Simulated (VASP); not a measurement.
# NaCl (Fm-3m) in VASP: notebook

Aim: see how the results for NaCl move with the level of theory and the settings. Levels: PBE, PBE0. Tasks: single point, relaxation of cell and atoms.

Everything below comes from runs of VASP 6.6.1. Logs are shortened: lines on timing, memory, paths and dates and some standing lists are left out, and cuts for length are marked.

## (1) The cell of the first run

The structure is cubic, space group Fm-3m (No. 225). The conventional cell has a = 5.588 Å, b = 5.588 Å, c = 5.588 Å, α = 90.00°, β = 90.00°, γ = 90.00°. Cl (site symmetry m-3m) has 6 Na at 2.79 Å within 3.7 Å. Within 3.7 Å of Na (site symmetry m-3m) lie 6 Cl at 2.79 Å.

## (2) Single point, PBE

The input, INCAR:

```
SYSTEM = NaCl
PREC     = Accurate       ! precision mode
ENCUT    = 520            ! plane-wave cutoff, eV
EDIFF    = 1E-7           ! SCF threshold, eV
ISMEAR   = -1             ! smearing method
SIGMA    = 0.04           ! smearing width, eV
LREAL    = .False.        ! projectors in reciprocal space
LASPH    = .True.         ! aspherical terms in the spheres
NELM     = 80             ! most SCF steps
ALGO     = Normal         ! electronic algorithm
ISIF     = 2              ! what is computed and relaxed
LWAVE    = .False.        ! write WAVECAR
LCHARG   = .False.        ! write CHGCAR
GGA      = PE             ! functional
NBANDS   = 14             ! bands
```

The input, KPOINTS:

```
Automatic mesh
0
Gamma
  5 5 5
  0 0 0
```

The input, POSCAR:

```
NaCl
1.0
    0.0000000000      2.7940632177      2.7940632177
    2.7940632177      0.0000000000      2.7940632177
    2.7940632177      2.7940632177      0.0000000000
Cl Na
1 1
Direct
    0.5000000000      0.5000000000      0.5000000000
    0.0000000000      0.0000000000      0.0000000000
```

Potentials or basis: VASP PAW PBE potentials, release 64 (Cl, Na_pv).

On the command line:

```
$ cat potpaw_PBE.64/Cl/POTCAR potpaw_PBE.64/Na_pv/POTCAR > POTCAR
$ mpirun -np 1 vasp_std > vasp.out
```

OUTCAR:

```text
SYSTEM = NaCl
   PREC = Accurate
   ENCUT = 520
   EDIFF = 1E-7
   ISMEAR = -1
   LREAL = .False.
   LASPH = .True.
   NELM = 80
   ISIF = 2
   GGA = PE

 ion  position               nearest neighbor table
   1  0.500  0.500  0.500-
   2  0.000  0.000  0.000-

  LATTYP: Found a face centered cubic cell.
 ALAT       =     5.5881264354

  Lattice vectors:

 A1 = (   0.0000000000,   2.7940632177,   2.7940632177)
 A2 = (   2.7940632177,   0.0000000000,   2.7940632177)
 A3 = (   2.7940632177,   2.7940632177,   0.0000000000)

Analysis of symmetry for initial positions (statically):
=====================================================================
 Subroutine PRICEL returns:
 Original cell was already a primitive cell.

 Routine SETGRP: Setting up the symmetry group for a
 face centered cubic supercell.

 Subroutine GETGRP returns: Found 48 space group operations
 (whereof 48 operations were pure point group operations)
 out of a pool of 48 trial point group operations.

The static configuration has the point symmetry O_h .

Analysis of symmetry for dynamics (positions and initial velocities):
=====================================================================
 Subroutine PRICEL returns:
 Original cell was already a primitive cell.

 Routine SETGRP: Setting up the symmetry group for a
 face centered cubic supercell.

 Subroutine GETGRP returns: Found 48 space group operations
 (whereof 48 operations were pure point group operations)
 out of a pool of 48 trial point group operations.

The dynamic configuration has the point symmetry O_h .

 Subroutine INISYM returns: Found 48 space group operations
 (whereof 48 operations are pure point group operations),
 and found     1 'primitive' translations

----------------------------------------------------------------------------------------

                                     Primitive cell

  volume of cell :      43.6253

  direct lattice vectors                    reciprocal lattice vectors
     0.000000000  2.794063218  2.794063218    -0.178950854  0.178950854  0.178950854
     2.794063218  0.000000000  2.794063218     0.178950854 -0.178950854  0.178950854
     2.794063218  2.794063218  0.000000000     0.178950854  0.178950854 -0.178950854

  length of vectors
     3.951402097  3.951402097  3.951402097     0.309951972  0.309951972  0.309951972

  position of ions in fractional coordinates (direct lattice)
     0.500000000  0.500000000  0.500000000
     0.000000000  0.000000000  0.000000000

  ion indices of the primitive-cell ions
   primitive index   ion index
                 1           1
                 2           2

----------------------------------------------------------------------------------------

 KPOINTS: Automatic mesh

Automatic generation of k-mesh.
 Grid dimensions read from file:
 generate k-points for:    5    5    5

 Generating k-lattice:

  Cartesian coordinates                     Fractional coordinates (reciprocal lattice)
    -0.035790171  0.035790171  0.035790171     0.200000000  0.000000000  0.000000000
     0.035790171 -0.035790171  0.035790171     0.000000000  0.200000000  0.000000000
     0.035790171  0.035790171 -0.035790171     0.000000000  0.000000000  0.200000000

  Length of vectors
     0.061990394  0.061990394  0.061990394

  Shift w.r.t. Gamma in fractional coordinates (k-lattice)
     0.000000000  0.000000000  0.000000000

 Subroutine IBZKPT returns following result:
 ===========================================

 Found     10 irreducible k-points:

 Following reciprocal coordinates:
            Coordinates               Weight
  0.000000  0.000000  0.000000      1.000000
  0.200000  0.000000  0.000000      8.000000
  0.400000  0.000000  0.000000      8.000000
  0.200000  0.200000  0.000000      6.000000
  0.400000  0.200000  0.000000     24.000000
 -0.400000  0.200000  0.000000     24.000000
 -0.200000  0.200000  0.000000     12.000000
  0.400000  0.400000  0.000000      6.000000
 -0.400000  0.400000  0.000000     12.000000
 -0.400000  0.400000  0.200000     24.000000
   k-points           NKPTS =     10   k-points in BZ     NKDIM =     10   number of bands    NBANDS=     14
   number of dos      NEDOS =    301   number of ions     NIONS =      2
   total plane-waves  NPLWV =  27000
   dimension x,y,z NGX =    30 NGY =   30 NGZ =   30
   dimension x,y,z NGXF=    60 NGYF=   60 NGZF=   60
   ions per type =               1   1
   NGX,Y,Z   is equivalent  to a cutoff of  12.62, 12.62, 12.62 a.u.
   NGXF,Y,Z  is equivalent  to a cutoff of  25.24, 25.24, 25.24 a.u.
 SYSTEM =  NaCl
   PREC   = accura    normal or accurate (medium, high low for compatibility)
   ISTART =      0    job   : 0-new  1-cont  2-samecut
   ICHARG =      2    charge: 1-file 2-atom 10-const
   ISPIN  =      1    spin polarized calculation?
   LNONCOLLINEAR =      F non collinear calculations
   LSORBIT =      F    spin-orbit coupling
   LASPH  =      T    aspherical Exc in radial PAW
[... 26 lines left out ...]
   LORBIT       =      0    0 simple, 1 ext, 2 COOP (PROOUT), +10 PAW based schemes
   GGA     = PE    functional components
   LHFCALC =     F    Hartree Fock is set to
   AEXX    =    0.0000 exact exchange contribution
   IVDW    =     0    specifies the selected vdW correction
   LEPSILON=     F    determine dielectric tensor
   LRPA    =     F    only Hartree local field effects (RPA)
 non-spin polarized calculation
  energy-cutoff  :      520.00
  volume of cell :       43.63
 maximum number of plane-waves:      1211
 NGX is ok and might be reduce to    30
   NGX = 15   NGY = 15   NGZ = 15

 number of electron      14.0000007 magnetization

 Free energy of the ion-electron system (eV)
  ---------------------------------------------------
  ext. energy  EPLUGINS =         0.00000000
  ---------------------------------------------------
  free energy    TOTEN  =        -6.76559294 eV

  energy without entropy =       -6.76559294  energy(sigma->0) =       -6.76559294

 E-fermi :   0.3675     XC(G=0):  -8.2851

 val. band max:       -0.5681015966   @ k =   0.0000   0.0000   0.0000
 cond. band min:       4.6483623018   @ k =   0.0000   0.0000   0.0000
 fundamental gap:      5.2164638984
 Fermi energy:         0.3674566621

 k-point     1 :       0.0000    0.0000    0.0000
  band No.  band energies     occupation
      1     -21.3345      2.00000
      2     -21.3345      2.00000
      3     -21.3345      2.00000
      4     -13.2908      2.00000
      5      -0.5681      2.00000
      6      -0.5681      2.00000
      7      -0.5681      2.00000
      8       4.6484      0.00000
      9      10.5799      0.00000
     10      10.5799      0.00000
     11      10.5799      0.00000
     12      12.7770      0.00000
     13      12.7770      0.00000
     14      14.4307      0.00000

 k-point     2 :       0.2000    0.0000    0.0000
  band No.  band energies     occupation
      1     -21.3461      2.00000
      2     -21.3353      2.00000
      3     -21.3353      2.00000
      4     -13.1693      2.00000
      5      -1.4013      2.00000
      6      -0.6686      2.00000
      7      -0.6686      2.00000
      8       5.7489      0.00000
      9       9.6444      0.00000
     10      10.9150      0.00000
     11      10.9150      0.00000
     12      12.5061      0.00000
     13      12.5061      0.00000
     14      15.5113      0.00000

 k-point     3 :       0.4000    0.0000    0.0000
  band No.  band energies     occupation
      1     -21.3646      2.00000
      2     -21.3366      2.00000
      3     -21.3366      2.00000
      4     -12.9616      2.00000
      5      -2.4230      2.00000
      6      -0.8220      2.00000
      7      -0.8220      2.00000
      8       6.7128      0.00000
      9       9.9770      0.00000
     10      10.5613      0.00000
     11      10.5613      0.00000
     12      14.4849      0.00000
     13      14.4849      0.00000
     14      14.6781      0.00000
[... 86 lines left out ...]
 k-point     9 :      -0.4000    0.4000    0.0000
  band No.  band energies     occupation
      1     -21.3546      2.00000
      2     -21.3491      2.00000
      3     -21.3420      2.00000
      4     -12.8664      2.00000
      5      -2.1280      2.00000
      6      -1.5804      2.00000
      7      -1.1221      2.00000
      8       7.5382      0.00000
      9       8.2279      0.00000
     10      10.3720      0.00000
     11      12.7160      0.00000
     12      13.3837      0.00000
     13      15.5190      0.00000
     14      17.1245      0.00000

 k-point    10 :      -0.4000    0.4000    0.2000
  band No.  band energies     occupation
      1     -21.3553      2.00000
      2     -21.3472      2.00000
      3     -21.3423      2.00000
      4     -12.8790      2.00000
      5      -2.0547      2.00000
      6      -1.5651      2.00000
      7      -1.1775      2.00000
      8       8.3507      0.00000
      9       8.7641      0.00000
     10       9.1706      0.00000
     11      11.6687      0.00000
     12      14.1288      0.00000
     13      14.9270      0.00000
     14      16.7618      0.00000

------------------------ aborting loop because EDIFF is reached ----------------------------------------

  FORCE on cell =-STRESS in cart. coord.  units (eV):
  Direction    XX          YY          ZZ          XY          YZ          ZX
  --------------------------------------------------------------------------------------
  -------------------------------------------------------------------------------------
  Total        0.4142690      0.4142690      0.4142690      0.0000000     -0.0000000      0.0000000
  in kB       15.2143837     15.2143837     15.2143837      0.0000000     -0.0000000      0.0000000
  external PRESSURE =      15.2143837 kB  Pullay stress =       0.0000000 kB

 VOLUME and BASIS-vectors are now :
 -----------------------------------------------------------------------------
  energy-cutoff  :      520.00
  volume of cell :       43.63
      direct lattice vectors                 reciprocal lattice vectors
     0.000000000  2.794063218  2.794063218    -0.178950854  0.178950854  0.178950854
     2.794063218  0.000000000  2.794063218     0.178950854 -0.178950854  0.178950854
     2.794063218  2.794063218  0.000000000     0.178950854  0.178950854 -0.178950854

 POSITION                                       TOTAL-FORCE (eV/Angst)
 -----------------------------------------------------------------------------------
      2.79406      2.79406      2.79406        -0.000000     -0.000000      0.000000
      0.00000      0.00000      0.00000         0.000000      0.000000     -0.000000
 -----------------------------------------------------------------------------------
    total drift:                               -0.000000      0.000000      0.000000

  FREE ENERGIE OF THE ION-ELECTRON SYSTEM (eV)
  ---------------------------------------------------
  free  energy   TOTEN  =        -6.7655929359 eV

  energy  without entropy=       -6.7655929359  energy(sigma->0) =       -6.76559294
```

Run time: 12 s. Hardware: 1 thread of Intel Xeon 8259CL, shared host; peak memory 0.16 GiB.

Results:

```yaml
Free_energy: -6.7656 eV
Pressure: 1.5 GPa
Band_gap_on_the_k_mesh: 5.22 eV, direct
```

Levels at points of the mesh, in eV from the valence-band top:
```
           k point  band 3  band 4  band 5  band 6  band 7  band 8  band 9  band 10  band 11  band 12
(0.00, 0.00, 0.00)  -20.77  -12.72    0.00    0.00    0.00    5.22   11.15    11.15    11.15    13.35
```

## (3) Single point, PBE

The input, INCAR:

```
PREC = Accurate
ENCUT = 520
EDIFF = 1E-6
ISMEAR = 0
SIGMA = 0.017
LREAL = False
LASPH = True
NELM = 100
ALGO = Normal
ISIF = 2
LWAVE = False
LCHARG = True
GGA = PE
LELF = True
LVHAR = True
NBANDS = 14
```

The input, KPOINTS:

```
Automatic mesh
0
Gamma
  8 8 8
```

POSCAR is that of step 2.

Potentials or basis: VASP PAW PBE potentials, release 64 (Cl, Na_pv).

On the command line:

```
$ cat potpaw_PBE.64/Cl/POTCAR potpaw_PBE.64/Na_pv/POTCAR > POTCAR
$ mpirun -np 1 vasp_std > vasp.out
```

Wall time 25 s (1 thread of Intel Xeon 8259CL, shared host); peak memory 0.16 GiB.

It converged, with:

| Item | Value |
| --- | --- |
| Free energy | -6.7658 eV |
| Pressure | 1.5 GPa |
| Band gap on the k mesh | 5.22 eV, direct |

Levels at points of the mesh, in eV from the valence-band top:
| k point | band 5 | band 6 | band 7 | band 8 | band 9 | band 10 |
| --- | --- | --- | --- | --- | --- | --- |
| (0.00, 0.00, 0.00) | 0.00 | 0.00 | 0.00 | 5.22 | 11.15 | 11.15 |
| (0.50, 0.00, 0.00) | -2.01 | -0.28 | -0.28 | 7.32 | 10.85 | 11.04 |
| (0.50, 0.50, 0.00) | -1.73 | -0.62 | -0.62 | 7.62 | 8.06 | 11.52 |

As with any semilocal functional, this PBE gap is likely too small.

## (4) Single point, PBE0

POSCAR is that of step 3.

The input, INCAR.step1:

```
SYSTEM = NaCl
PREC = Accurate
ENCUT = 520
EDIFF = 1E-5
ISMEAR = -1
SIGMA = 0.05
LREAL = .False.
LASPH = .True.
NELM = 100
ALGO = Normal
ISIF = 2
LWAVE = .True.
LCHARG = .False.
NBANDS = 14
GGA = PE
```

The input, INCAR.step2:

```
SYSTEM = NaCl
PREC = Accurate
ENCUT = 520
EDIFF = 1E-6
ISMEAR = -1
SIGMA = 0.05
LREAL = .False.
LASPH = .True.
NELM = 100
ALGO = Normal
ISIF = 2
LWAVE = .False.
LCHARG = .False.
GGA = PE
LHFCALC = .True.
AEXX = 0.25
PRECFOCK = Normal
NBANDS = 14
ISTART = 1
```

The input, KPOINTS:

```
Automatic mesh
0
Gamma
  4 4 4
  0 0 0
```

On the command line:

```
$ cat potpaw_PBE.64/Cl/POTCAR potpaw_PBE.64/Na_pv/POTCAR > POTCAR
$ cp INCAR.step1 INCAR
$ mpirun -np 1 vasp_std > vasp.out
$ cp INCAR.step2 INCAR
$ mpirun -np 1 vasp_std > vasp.out
```

Run time: 3.1 min. Hardware: 1 thread of Oxide Virtual Turin-like, shared host; peak memory 0.13 GiB.

The run converged. Its results:

* Free energy: -8.4113 eV
* Pressure: 0.9 GPa
* Band gap on the k mesh: 7.34 eV, direct

Levels at points of the mesh, in eV from the valence-band top:
```tsv
k point	band 3	band 4	band 5	band 6	band 7	band 8	band 9	band 10	band 11	band 12
(0.00, 0.00, 0.00)	-22.84	-13.95	0.00	0.00	0.00	7.34	13.43	13.43	13.43	15.81
(0.50, 0.00, 0.00)	-22.84	-13.55	-2.16	-0.30	-0.30	9.43	13.26	13.35	13.35	17.52
(0.50, 0.50, 0.00)	-22.84	-13.49	-1.88	-0.68	-0.68	9.85	10.14	13.87	17.52	17.52
```

Caveat: the k points lie up to 0.49 Å⁻¹ apart; the PAW data sets were made with another functional, which shifts forces and pressure a little.

## (5) Single point, PBE0

This run uses another cell than the first one, of 22.53 Å³/atom, 1.033 times its volume.

The input, POSCAR:

```
NaCl
1.0
    0.0000000000      2.8244192684      2.8244192684
    2.8244192684      0.0000000000      2.8244192684
    2.8244192684      2.8244192684      0.0000000000
Cl Na
1 1
Direct
    0.5000000000      0.5000000000      0.5000000000
    0.0000000000      0.0000000000      0.0000000000
```

The input, INCAR.step1:

```
PREC = Accurate
ENCUT = 520
EDIFF = 1E-5
ISMEAR = -1
SIGMA = 0.05
LREAL = False
LASPH = True
NELM = 80
ALGO = Normal
ISIF = 2
LWAVE = True
LCHARG = False
NBANDS = 14
GGA = PE
```

The input, INCAR.step2:

```
PREC = Accurate
ENCUT = 520
EDIFF = 1E-6
ISMEAR = -1
SIGMA = 0.05
LREAL = False
LASPH = True
NELM = 80
ALGO = Normal
ISIF = 2
LWAVE = False
LCHARG = False
GGA = PE
LHFCALC = True
AEXX = 0.25
PRECFOCK = Normal
NBANDS = 14
ISTART = 1
```

The input, KPOINTS:

```
regular mesh
0
Gamma
  4 4 4
```

On the command line:

```
$ cat potpaw_PBE.64/Cl/POTCAR potpaw_PBE.64/Na_pv/POTCAR > POTCAR
$ cp INCAR.step1 INCAR
$ mpirun -np 1 vasp_std > vasp.out
$ cp INCAR.step2 INCAR
$ mpirun -np 1 vasp_std > vasp.out
```

It took 3.6 min on 1 thread of Oxide Virtual Turin-like, shared host; peak memory 0.13 GiB.

It converged, with:

* Free energy: -8.4153 eV
* Pressure: 0.0 GPa
* Band gap on the k mesh: 7.20 eV, direct

Levels at points of the mesh, in eV from the valence-band top:
| k point | band 5 | band 6 | band 7 | band 8 | band 9 | band 10 |
| --- | --- | --- | --- | --- | --- | --- |
| (0.00, 0.00, 0.00) | 0.00 | 0.00 | 0.00 | 7.20 | 13.39 | 13.39 |
| (0.50, 0.00, 0.00) | -2.05 | -0.28 | -0.28 | 9.36 | 12.97 | 13.26 |
| (0.50, 0.50, 0.00) | -1.79 | -0.65 | -0.65 | 9.75 | 10.16 | 13.62 |

Caveat: the k points lie up to 0.48 Å⁻¹ apart; the PAW data sets were made with another functional, which shifts forces and pressure a little.

## (6) Relaxation of cell and atoms, PBE0

The input, POSCAR:

```
NaCl
1.0
    0.0000000000      2.7940632177      2.7940632177
    2.7940632177      0.0000000000      2.7940632177
    2.7940632177      2.7940632177      0.0000000000
Cl Na
1 1
Direct
    0.5000000000      0.5000000000      0.5000000000
    0.0000000000      0.0000000000      0.0000000000
```

The input, INCAR.step1:

```
PREC = Accurate ; ENCUT = 600
EDIFF = 1E-5 ; ISMEAR = -1
SIGMA = 0.05 ; LREAL = F
LASPH = T ; NELM = 100
ALGO = Normal ; LWAVE = T
LCHARG = F ; GGA = PE
NBANDS = 14
```

The input, INCAR.step2:

```
PREC = Accurate ; ENCUT = 600
EDIFF = 1E-6 ; ISMEAR = -1
SIGMA = 0.05 ; LREAL = F
LASPH = T ; NELM = 100
ALGO = Normal ; ISIF = 3
LWAVE = F ; LCHARG = F
GGA = PE ; LHFCALC = T
AEXX = 0.25 ; PRECFOCK = Normal
IBRION = 2 ; NSW = 60
EDIFFG = -0.01 ; ISTART = 1
```

KPOINTS is that of step 5.

Potentials or basis: VASP PAW PBE potentials, release 64 (Cl, Na_pv).

On the command line:

```
$ cat potpaw_PBE.64/Cl/POTCAR potpaw_PBE.64/Na_pv/POTCAR > POTCAR
$ cp INCAR.step1 INCAR
$ mpirun -np 1 vasp_std > vasp.out
$ cp INCAR.step2 INCAR
$ mpirun -np 1 vasp_std > vasp.out
```

Run time: 15 min. Hardware: 1 thread of Oxide Virtual Turin-like, shared host; peak memory 0.15 GiB.

The run converged. Its results:

- Free energy: -8.4152 eV
- Relaxed volume: 22.50 Å³/atom
- Relaxed cell: a = 3.993 Å, b = 3.993 Å, c = 3.993 Å, α = 60.00°, β = 60.00°, γ = 60.00°
- Space group after relaxing (to 0.05 Å): Fm-3m (No. 225)
- Energy gained by relaxing: 1.9 meV/atom
- Ionic steps: 4
- Pressure after relaxing: 0.0 GPa
- Band gap on the k mesh: 7.21 eV, direct

The path:
```csv
step,energy change (eV),largest force (eV/Å),pressure (GPa),volume (Å³)
1,0.0000,0.0000,0.88,43.63
2,-0.0030,0.0000,0.37,44.39
3,-0.0038,0.0000,0.09,44.85
4,-0.0038,0.0000,0.01,45.01
```

Final structure:
```
Cl Na
1.0
     0.00000    2.82327    2.82327
     2.82327    0.00000    2.82327
     2.82327    2.82327    0.00000
Cl Na
1 1
Cartesian
  2.8233 2.8233 2.8233
  0.0000 0.0000 0.0000
```

Levels at points of the mesh, in eV from the valence-band top:
```tsv
k point	band 4	band 5	band 6	band 7	band 8	band 9	band 10	band 11
(0.00, 0.00, 0.00)	-13.87	0.00	0.00	0.00	7.21	13.39	13.39	13.39
(0.50, 0.00, 0.00)	-13.51	-2.05	-0.28	-0.28	9.37	12.99	13.27	13.27
(0.50, 0.50, 0.00)	-13.45	-1.79	-0.65	-0.65	9.75	10.16	13.63	17.22
```

Caveat: the k points lie up to 0.48 Å⁻¹ apart in the final cell; the PAW data sets were made with another functional, which shifts forces and pressure a little.

## (7) The runs side by side

| task | level | cell | k mesh | cutoff (eV) | smearing | grid for exact exchange (PRECFOCK) | gap on the mesh (eV) | pressure (GPa) |
| --- | --- | --- | --- | --- | --- | --- | --- | --- |
| single point | PBE | a = 3.951 Å, angles 60.0°, 2 atoms | 5 × 5 × 5 | 520 | fermi-dirac 0.04 eV | - | 5.22 | 1.5 |
| single point | PBE | a = 3.951 Å, angles 60.0°, 2 atoms | 8 × 8 × 8 | 520 | gaussian 0.017 eV | - | 5.22 | 1.5 |
| single point | PBE0 | a = 3.951 Å, angles 60.0°, 2 atoms | 4 × 4 × 4 | 520 | fermi-dirac 0.05 eV | Normal | 7.34 | 0.9 |
| single point | PBE0 | a = 3.994 Å, angles 60.0°, 2 atoms | 4 × 4 × 4 | 520 | fermi-dirac 0.05 eV | Normal | 7.20 | 0.0 |
| relaxation of cell and atoms | PBE0 | relaxed from a = 3.951 Å, angles 60.0°, 2 atoms | 4 × 4 × 4 | 600 | fermi-dirac 0.05 eV | Normal | 7.21 | 0.0 |

Alike in all rows: potentials or basis VASP PAW PBE potentials, release 64 (Cl, Na_pv); no spin polarisation.

Caveats: some runs use coarse meshes; the PAW data sets were made with another functional, which shifts forces and pressure a little (some runs).

Absolute energies hang on the potentials; compare differences alone.
